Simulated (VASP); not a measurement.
# Ga3N2: single point with PBE

Crystal: Ga3N2.

```
CELL_PARAMETERS angstrom
4.46265 0.00000 0.00000
0.00000 4.46265 0.00000
0.00000 0.00000 4.46265
ATOMIC_POSITIONS crystal
Ga 0.00000 0.50000 0.50000
Ga 0.50000 0.00000 0.50000
Ga 0.50000 0.50000 0.00000
N 0.00000 0.00000 0.00000
N 0.50000 0.50000 0.50000
```

```
Program                : VASP 6.6.1
Task                   : single point
Functional             : PBE
Potentials or basis    : VASP PAW PBE potentials, release 64 (Ga_d, N)
Cutoff                 : 520 eV
k mesh                 : 4 × 4 × 4
Occupations            : gaussian, width 0.1 eV
Spin                   : collinear spin, ferromagnetic start
Starting moments       : [0.0, 0.0, 0.0, 1.0, 1.0] μB
Dipole correction      : no
Further INCAR settings : ALGO = Normal; EDIFF = 1e-06; NBANDS = 36
```

The pressure is -9.0 GPa. The net moment is 0.00 μB per cell. The valence electrons inside the program's atomic spheres are Ga 11.38; N 3.31, 3.56.

Levels at points of the mesh, in eV from the Fermi level:
Spin up:
```csv
k point,band 21,band 22,band 23,band 24,band 25,band 26,band 27,band 28
"(0.00, 0.00, 0.00)",-4.66,-2.47,-2.47,-0.86,-0.86,-0.86,4.45,4.45
"(0.50, 0.00, 0.00)",-4.56,-2.04,-1.02,-1.02,0.61,0.80,2.60,3.65
"(0.50, 0.50, 0.00)",-3.18,-1.19,-1.19,-0.64,-0.60,2.07,2.07,2.65
"(0.50, 0.50, 0.50)",-2.76,-2.76,-2.76,1.49,1.49,1.49,2.36,2.36
```
Spin down:
```
           k point  band 20  band 21  band 22  band 23  band 24  band 25  band 26  band 27  band 28  band 29
(0.00, 0.00, 0.00)    -4.92    -4.66    -2.47    -2.47    -0.86    -0.86    -0.86     4.45     4.45     4.45
(0.50, 0.00, 0.00)    -4.56    -4.56    -2.04    -1.02    -1.02     0.61     0.80     2.60     3.65     3.65
(0.50, 0.50, 0.00)    -4.28    -3.18    -1.19    -1.19    -0.64    -0.60     2.07     2.07     2.65     2.65
(0.50, 0.50, 0.50)    -6.47    -2.76    -2.76    -2.76     1.49     1.49     1.49     2.36     2.36     2.36
```

Run time: 62 s on 1 thread of Intel(R) Xeon(R) Platinum 8488C (Sapphire Rapids), with other jobs on the host, peak memory 0.25 GiB.
